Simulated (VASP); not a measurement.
# C (C2/m) in VASP: relaxation of cell and atoms with PBE

Aim: the relaxation of cell and atoms of C with PBE.

Program: VASP 6.6.1. These are calculated values, not measurements. Logs are shortened: lines on timing, memory, paths and dates and some standing lists are left out, and cuts for length are marked.

## Step 1: The cell of the first run

The typed cell holds 2 atoms: a = 2.466 Å, b = 2.466 Å, c = 4.493 Å, α = 105.86°, β = 105.86°, γ = 60.00°.

## Step 2: Relaxation of cell and atoms, PBE

Contents of INCAR:

```
ALGO = Normal
EDIFF = 1E-7
EDIFFG = -0.005
ENCUT = 1300
GGA = PE
GGA_COMPAT = False
IBRION = 2
ISIF = 3
ISMEAR = 0
LASPH = True
LCHARG = False
LREAL = False
LWAVE = False
NELM = 120
NELMIN = 4
NSW = 100
PREC = Accurate
SIGMA = 0.02
```

Contents of KPOINTS:

```
k-points
0
Gamma
  12 12 6
```

Contents of POSCAR:

```
C
1.0
    2.1360157485     -1.2332402951     -0.0090115879
    2.1360157485      1.2332402951     -0.0090115879
   -1.3995450056      0.0000000000      4.2691001853
C
2
Direct
    0.8333348798      0.8333348798      0.0000044498
    0.1666651202      0.1666651202      0.9999955502
```

Potentials or basis: VASP PAW PBE potentials, release 64 (C_h).

Command:

```console
$ cat potpaw_PBE.64/C_h/POTCAR > POTCAR
$ mpirun -np 1 vasp_std > vasp.out
```

OUTCAR:

```text
EDIFF = 1E-7
   EDIFFG = -0.005
   ENCUT = 1300
   GGA = PE
   IBRION = 2
   ISIF = 3
   ISMEAR = 0
   LASPH = True
   LREAL = False
   NELM = 120
   NELMIN = 4
   NSW = 100
   PREC = Accurate

 ion  position               nearest neighbor table
   1  0.833  0.833  0.000-   2 1.42   2 1.42   2 1.42
   2  0.167  0.167  1.000-   1 1.42   1 1.42   1 1.42

  LATTYP: Found a base centered monoclinic cell.
 ALAT       =     4.2720695156
 B/A-ratio  =     0.5773502939
 C/A-ratio  =     1.0516341737
 COS(beta)  =    -0.3155246556

  Lattice vectors:

 A1 = (   2.1360157485,  -1.2332402951,  -0.0090115879)
 A2 = (   2.1360157485,   1.2332402951,  -0.0090115879)
 A3 = (  -1.3995450056,   0.0000000000,   4.2691001853)

Analysis of symmetry for initial positions (statically):
=====================================================================
 Subroutine PRICEL returns:
 Original cell was already a primitive cell.

 Routine SETGRP: Setting up the symmetry group for a
 base centered monoclinic supercell.

 Subroutine GETGRP returns: Found  4 space group operations
 (whereof  4 operations were pure point group operations)
 out of a pool of  4 trial point group operations.

The static configuration has the point symmetry C_2h.

Analysis of symmetry for dynamics (positions and initial velocities):
=====================================================================
 Subroutine PRICEL returns:
 Original cell was already a primitive cell.

 Routine SETGRP: Setting up the symmetry group for a
 base centered monoclinic supercell.

 Subroutine GETGRP returns: Found  4 space group operations
 (whereof  4 operations were pure point group operations)
 out of a pool of  4 trial point group operations.

The dynamic configuration has the point symmetry C_2h.

 Subroutine INISYM returns: Found  4 space group operations
 (whereof  4 operations are pure point group operations),
 and found     1 'primitive' translations

----------------------------------------------------------------------------------------

                                     Primitive cell

  volume of cell :      22.4604

  direct lattice vectors                    reciprocal lattice vectors
     2.136015749 -1.233240295 -0.009011588     0.234404872 -0.405435990  0.076845273
     2.136015749  1.233240295 -0.009011588     0.234404872  0.405435990  0.076845273
    -1.399545006  0.000000000  4.269100185     0.000989604  0.000000000  0.234565822

  length of vectors
     2.466480511  2.466480511  4.492654295     0.474583167  0.474583167  0.234567910

  position of ions in fractional coordinates (direct lattice)
     0.833334880  0.833334880  0.000004450
     0.166665120  0.166665120  0.999995550

  ion indices of the primitive-cell ions
   primitive index   ion index
                 1           1
                 2           2

----------------------------------------------------------------------------------------

 KPOINTS: k-points

Automatic generation of k-mesh.
 Grid dimensions read from file:
 generate k-points for:   12   12    6

 Generating k-lattice:

  Cartesian coordinates                     Fractional coordinates (reciprocal lattice)
     0.019533739 -0.033786333  0.006403773     0.083333333  0.000000000  0.000000000
     0.019533739  0.033786333  0.006403773     0.000000000  0.083333333  0.000000000
     0.000164934  0.000000000  0.039094304    -0.000000000 -0.000000000  0.166666667

  Length of vectors
     0.039548597  0.039548597  0.039094652

  Shift w.r.t. Gamma in fractional coordinates (k-lattice)
     0.000000000  0.000000000  0.000000000

 Subroutine IBZKPT returns following result:
 ===========================================

 Found    242 irreducible k-points:

 Following reciprocal coordinates:
            Coordinates               Weight
  0.000000  0.000000  0.000000      1.000000
  0.083333  0.000000  0.000000      4.000000
  0.166667  0.000000 -0.000000      4.000000
  0.250000  0.000000  0.000000      4.000000
  0.333333  0.000000 -0.000000      4.000000
  0.416667 -0.000000  0.000000      4.000000
[... 16 lines left out ...]
  0.500000  0.166667 -0.000000      4.000000
 -0.416667  0.166667  0.000000      4.000000
 [... further k-points ...]
   k-points           NKPTS =    242   k-points in BZ     NKDIM =    242   number of bands    NBANDS=      8
   number of dos      NEDOS =    301   number of ions     NIONS =      2
   total plane-waves  NPLWV =  48600
   dimension x,y,z NGX =    30 NGY =   30 NGZ =   54
   dimension x,y,z NGXF=    60 NGYF=   60 NGZF=  108
   ions per type =               2
   NGX,Y,Z   is equivalent  to a cutoff of  20.22, 20.22, 19.98 a.u.
   NGXF,Y,Z  is equivalent  to a cutoff of  40.44, 40.44, 39.96 a.u.
 SYSTEM =  unknown system
   PREC   = accura    normal or accurate (medium, high low for compatibility)
   ISTART =      0    job   : 0-new  1-cont  2-samecut
   ICHARG =      2    charge: 1-file 2-atom 10-const
   ISPIN  =      1    spin polarized calculation?
   LNONCOLLINEAR =      F non collinear calculations
   LSORBIT =      F    spin-orbit coupling
   LASPH  =      T    aspherical Exc in radial PAW
   ENCUT  = 1300.0 eV  95.55 Ry    9.77 a.u.   7.25  7.25 13.21*2*pi/ulx,y,z
   NELM   =    120;   NELMIN=  4; NELMDL= -5     # of ELM steps
   EDIFF  = 0.1E-06   stopping-criterion for ELM
   LREAL  =      F    real-space projection
   EDIFFG = -.5E-02   stopping-criterion for IOM
   NSW    =    100    number of steps for IOM
   IBRION =      2    ionic relax: 0-MD 1-quasi-New 2-CG
   NFREE  =      1    steps in history (QN), initial steepest desc. (CG)
   ISIF   =      3    stress and relaxation
   ISYM   =      2    0-nonsym 1-usesym 2-fastsym
   POTIM  = 0.5000    time-step for ionic-motion
   TEBEG  =    0.0;   TEEND  =   0.0 temperature during run
   PSTRESS=    0.0 pullay stress
   NELECT =       8.0000    total number of electrons
   NUPDOWN=      -1.0000    fix difference up-down
   EMIN   =  10.00;   EMAX   =-10.00  energy-range for DOS
   EFERMI =   0.00;   METHOD = LEGACY
   ISMEAR =     0;   SIGMA  =   0.02  broadening in eV -4-tet -1-fermi 0-gaus
   EFERMI_NEDOS =   21; number of points for ismear=-14 and -15
   IALGO  =     38    algorithm
   IMIX   =      4    mixing-type and parameters
     AMIX     =   0.40;   BMIX     =  1.00
     AMIX_MAG =   1.60;   BMIX_MAG =  1.00
  volume/ion in A,a.u.               =      11.23        75.79
  Fermi-wavevector in a.u.,A,eV,Ry     =   1.160466  2.192962 18.322706  1.346681
  Thomas-Fermi vector in A             =   2.297048
   LORBIT       =      0    0 simple, 1 ext, 2 COOP (PROOUT), +10 PAW based schemes
   GGA     = PE    functional components
   LHFCALC =     F    Hartree Fock is set to
   AEXX    =    0.0000 exact exchange contribution
   IVDW    =     0    specifies the selected vdW correction
   LEPSILON=     F    determine dielectric tensor
   LRPA    =     F    only Hartree local field effects (RPA)
 conjugate gradient relaxation of ions
 non-spin polarized calculation
 Gauss-broadening in eV      SIGMA  =   0.02
  energy-cutoff  :     1300.00
  volume of cell :       22.46
 maximum number of plane-waves:      2427
 NGX is ok and might be reduce to    30
   NGX = 15   NGY = 15   NGZ = 27

--------------------------------------- Ionic step        1  -------------------------------------------

 number of electron       8.0000000 magnetization

 Free energy of the ion-electron system (eV)
  ---------------------------------------------------
  ext. energy  EPLUGINS =         0.00000000
  ---------------------------------------------------
  free energy    TOTEN  =       -18.48449360 eV

  energy without entropy =      -18.48449359  energy(sigma->0) =      -18.48449359

------------------------ aborting loop because EDIFF is reached ----------------------------------------

  FORCE on cell =-STRESS in cart. coord.  units (eV):
  Direction    XX          YY          ZZ          XY          YZ          ZX
  --------------------------------------------------------------------------------------
  -------------------------------------------------------------------------------------
  Total       -0.0192684     -0.0193351     -0.0215040      0.0000000      0.0000000     -0.0001060
  in kB       -1.3744799     -1.3792401     -1.5339538      0.0000000      0.0000000     -0.0075622
  external PRESSURE =      -1.4292246 kB  Pullay stress =       0.0000000 kB
[... 89 lines left out ...]
  FREE ENERGIE OF THE ION-ELECTRON SYSTEM (eV)
  ---------------------------------------------------
  free  energy   TOTEN  =       -18.4845015809 eV

  energy  without entropy=      -18.4845015752  energy(sigma->0) =      -18.48450158

 E-fermi :   3.9952     XC(G=0):  -9.2830

 val. band max:        3.8942915426   @ k =  -0.3333   0.3333   0.0000
 cond. band min:       4.1249704565   @ k =  -0.3333   0.3333   0.3333
 fundamental gap:      0.2306789139
 Fermi energy:         3.9952031234

 k-point     1 :       0.0000    0.0000    0.0000
  band No.  band energies     occupation
      1     -15.5353      2.00000
      2      -3.1840      2.00000
      3       0.9562      2.00000
      4       0.9609      2.00000
      5       7.3497      0.00000
      6      12.3173      0.00000
      7      12.3230      0.00000
      8      15.3929      0.00000
[... 243 lines left out ...]
 k-point    24 :      -0.4167    0.1667    0.0000
  band No.  band energies     occupation
      1      -9.8553      2.00000
      2      -8.8314      2.00000
      3      -4.2141      2.00000
      4       2.3565      2.00000
      5       5.5376      0.00000
      6      13.9942      0.00000
      7      15.1585      0.00000
      8      15.9348      0.00000

 [... further k-points ...]

[... ionic steps 4 to 14 ...]

--------------------------------------- Ionic step       15  -------------------------------------------

 number of electron       8.0000000 magnetization

------------------------ aborting loop because EDIFF is reached ----------------------------------------
[... 67 lines left out ...]
--------------------------------------- Ionic step       17  -------------------------------------------

 number of electron       8.0000000 magnetization

 Free energy of the ion-electron system (eV)
  ---------------------------------------------------
  ext. energy  EPLUGINS =         0.00000000
  ---------------------------------------------------
  free energy    TOTEN  =       -18.48514274 eV

  energy without entropy =      -18.48514274  energy(sigma->0) =      -18.48514274

 E-fermi :   3.8296     XC(G=0):  -9.1186

 val. band max:        3.7192129695   @ k =  -0.3333   0.3333   0.0000
 cond. band min:       3.9112645962   @ k =  -0.3333   0.3333   0.3333
 fundamental gap:      0.1920516268
 Fermi energy:         3.8295688871

 k-point     1 :       0.0000    0.0000    0.0000
  band No.  band energies     occupation
      1     -15.7375      2.00000
      2      -3.4534      2.00000
      3       0.7610      2.00000
      4       0.7623      2.00000
      5       7.0554      0.00000
      6      12.1315      0.00000
      7      12.1337      0.00000
      8      15.2220      0.00000
[... 243 lines left out ...]
 k-point    24 :      -0.4167    0.1667    0.0000
  band No.  band energies     occupation
      1     -10.0557      2.00000
      2      -9.0353      2.00000
      3      -4.4201      2.00000
      4       2.1409      2.00000
      5       5.3336      0.00000
      6      13.8024      0.00000
      7      14.9517      0.00000
      8      15.6793      0.00000

 [... further k-points ...]

------------------------ aborting loop because EDIFF is reached ----------------------------------------

  FORCE on cell =-STRESS in cart. coord.  units (eV):
  Direction    XX          YY          ZZ          XY          YZ          ZX
  --------------------------------------------------------------------------------------
  -------------------------------------------------------------------------------------
  Total        0.0035075      0.0017712     -0.0006410      0.0000000      0.0000000     -0.0001246
  in kB        0.2635355      0.1330756     -0.0481624      0.0000000      0.0000000     -0.0093589
  external PRESSURE =       0.1161496 kB  Pullay stress =       0.0000000 kB
[... 17 lines left out ...]
  FREE ENERGIE OF THE ION-ELECTRON SYSTEM (eV)
  ---------------------------------------------------
  free  energy   TOTEN  =       -18.4851427401 eV

  energy  without entropy=      -18.4851427401  energy(sigma->0) =      -18.48514274

 reached required accuracy - stopping structural energy minimisation
```

Wall time 10 min (1 thread of Intel Xeon 6975P-C (Granite Rapids), shared host); peak memory 0.31 GiB.

Results:

```
Free energy                           : -18.4851 eV
Relaxed volume                        : 10.66 Å³/atom
Relaxed cell                          : a = 2.466 Å, b = 2.466 Å, c = 4.290 Å, α = 106.65°, β = 106.65°, γ = 60.00°
Space group after relaxing (to 0.1 Å) : R-3m (No. 166)
Energy gained by relaxing             : 0.3 meV/atom
Ionic steps                           : 17
Pressure after relaxing               : 0.0 GPa
Largest force after relaxing          : 0.003 eV/Å
```

Forces on the atoms (eV/Å):
```
C   -0.002  0.000  0.002
C    0.002  0.000 -0.002
```

The path:
| step | energy change (eV) | largest force (eV/Å) | pressure (GPa) | volume (Å³) |
| --- | --- | --- | --- | --- |
| 1 | 0.0000 | 0.0040 | -0.14 | 22.46 |
| 2 | 0.0000 | 0.0025 | 0.16 | 22.43 |
| 3 | 0.0000 | 0.0007 | 0.01 | 22.44 |
| 4 | 0.0000 | 0.0042 | 0.02 | 22.43 |
| 5 | -0.0001 | 0.0188 | -0.02 | 22.38 |
| 6 | -0.0001 | 0.0479 | -0.06 | 22.28 |
| 7 | -0.0001 | 0.0477 | -0.06 | 22.28 |
| 8 | -0.0001 | 0.0470 | -0.06 | 22.26 |
| 9 | -0.0001 | 0.0458 | -0.05 | 22.24 |
| 10 | -0.0002 | 0.0432 | -0.08 | 22.19 |
| 11 | -0.0003 | 0.0381 | -0.10 | 22.10 |
| 12 | -0.0004 | 0.0281 | -0.13 | 21.92 |
| 13 | -0.0006 | 0.0089 | -0.21 | 21.55 |
| 14 | -0.0004 | 0.0317 | -0.34 | 20.81 |
| 15 | -0.0006 | 0.0045 | -0.24 | 21.37 |
| 16 | -0.0006 | 0.0129 | 0.36 | 21.25 |
| 17 | -0.0006 | 0.0031 | 0.01 | 21.32 |

Final structure:
```
CELL_PARAMETERS angstrom
2.13561 -1.23302 -0.00951
2.13561 1.23302 -0.00951
-1.40117 0.00000 4.05523
ATOMIC_POSITIONS crystal
C 0.83335 0.83335 0.00004
C 0.16665 0.16665 0.99996
```

Caveat: this functional lacks dispersion, which binds layers or chains, so the pressure and a relaxed spacing across them are unreliable.
